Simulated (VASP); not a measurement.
Set up this calculation in VASP 6.6.1, as the native input.

```
Task                   : single point
Functional             : PBE
Potentials or basis    : VASP PAW PBE potentials, release 64 (W_sv, Se)
Cutoff                 : 520 eV
k mesh                 : 12 × 12 × 1
Occupations            : gaussian, width 0.05 eV
Spin                   : no spin polarisation
Dipole correction      : no
Further INCAR settings : ALGO = Normal; EDIFF = 1e-06; NBANDS = 49
```

The structure of WSe2 lies in POSCAR:

```
WSe2
1.0
    3.3206078107      0.0000000000      0.0000000000
   -1.6603039053      2.8757307201      0.0000000000
    0.0000000000      0.0000000000     31.0209653925
W Se
3 6
Direct
    0.6666666667      0.3333333333      0.0000000000
    0.3333333333      0.6666666667      0.7543470704
    0.3333333333      0.6666666667      0.2456529296
    0.3333333333      0.6666666667      0.0541018954
    0.6666666667      0.3333333333      0.8084497294
    0.6666666667      0.3333333333      0.2997487775
    0.3333333333      0.6666666667      0.9458981046
    0.6666666667      0.3333333333      0.7002512225
    0.6666666667      0.3333333333      0.1915502706
```

One way to write it, as run:

INCAR

```
SYSTEM = WSe2
ALGO     = Normal         ! electronic algorithm
EDIFF    = 1E-6           ! SCF threshold, eV
ENCUT    = 520            ! plane-wave cutoff, eV
GGA      = PE             ! functional
ISIF     = 2              ! what is computed and relaxed
ISMEAR   = 0              ! smearing method
LASPH    = .TRUE.         ! aspherical terms in the spheres
LCHARG   = .FALSE.        ! write CHGCAR
LREAL    = .FALSE.        ! projectors in reciprocal space
LWAVE    = .FALSE.        ! write WAVECAR
NBANDS   = 49             ! bands
NELM     = 80             ! most SCF steps
PREC     = Accurate       ! precision mode
SIGMA    = 0.05           ! smearing width, eV
```

KPOINTS

```
k-points
0
G
  12 12 1
  0 0 0
```

Potentials or basis: VASP PAW PBE potentials, release 64 (W_sv, Se).

The run is started by

```sh
$ cat potpaw_PBE.64/W_sv/POTCAR potpaw_PBE.64/Se/POTCAR > POTCAR
$ mpirun -np 1 vasp_std > vasp.out
```

It gave:

* Largest force: 0.044 eV/Å
* Band gap on the k mesh: 1.53 eV, direct

Caveat: spin-orbit coupling is left out, which moves the levels of the heavy elements.

Wall time 5.3 min on 1 thread of Intel(R) Xeon(R) 6975P-C (Granite Rapids), with other jobs on the host, peak memory 0.57 GiB.
